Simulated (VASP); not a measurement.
Wanted: the native input for a VASP 6.6.1 run.

- Task: single point
- Functional: PBE
- Potentials or basis: VASP PAW PBE potentials, release 64 (Mg, Ti_sv, N)
- Cutoff: 520 eV
- k mesh: 12 × 12 × 8
- Occupations: gaussian, width 0.1 eV
- Spin: no spin polarisation
- Dipole correction: no
- Further INCAR settings: ALGO = Normal; EDIFF = 1e-07; NBANDS = 22

The structure of Mg4TiN lies in POSCAR:

```
Mg4TiN
1.0
    4.8260107019      0.0000000000      0.0000000000
   -2.4130053510      4.1794478668      0.0000000000
    0.0000000000      0.0000000000      5.3314893942
Mg Ti N
4 1 1
Direct
    0.3333333333      0.6666666667      0.7517221916
    0.3333333333      0.6666666667      0.2482778084
    0.6666666667      0.3333333333      0.7517221916
    0.6666666667      0.3333333333      0.2482778084
    0.0000000000      0.0000000000      0.0000000000
    0.0000000000      0.0000000000      0.5000000000
```

The cell was built from a structure type or drawn by symmetry, and may not be a known phase.

These files were run (other wordings do the same):

INCAR

```
SYSTEM = Mg4TiN
  PREC = Accurate
  ENCUT = 520
  EDIFF = 1E-7
  ISMEAR = 0
  SIGMA = 0.1
  LREAL = .FALSE.
  LASPH = .TRUE.
  NELM = 100
  ALGO = Normal
  ISIF = 2
  LWAVE = .FALSE.
  LCHARG = .FALSE.
  GGA = PE
  NBANDS = 22
```

KPOINTS

```
Automatic mesh
0
G
  12 12 8
  0 0 0
```

Potentials or basis: VASP PAW PBE potentials, release 64 (Mg, Ti_sv, N).

Command:

```bash
$ cat potpaw_PBE.64/Mg/POTCAR potpaw_PBE.64/Ti_sv/POTCAR potpaw_PBE.64/N/POTCAR > POTCAR
$ mpirun -np 1 vasp_std > vasp.out
```

It gave:

| Quantity | Value |
| --- | --- |
| Pressure | 0.0 GPa |
| Largest force | 0.009 eV/Å |
| Band gap on the k mesh | zero (an odd number of electrons rules out a gap without spin polarisation) |

It took 2.4 min on 1 thread of AMD EPYC 9R45 96-Core Processor (Zen 5), with other jobs on the host, peak memory 0.34 GiB.
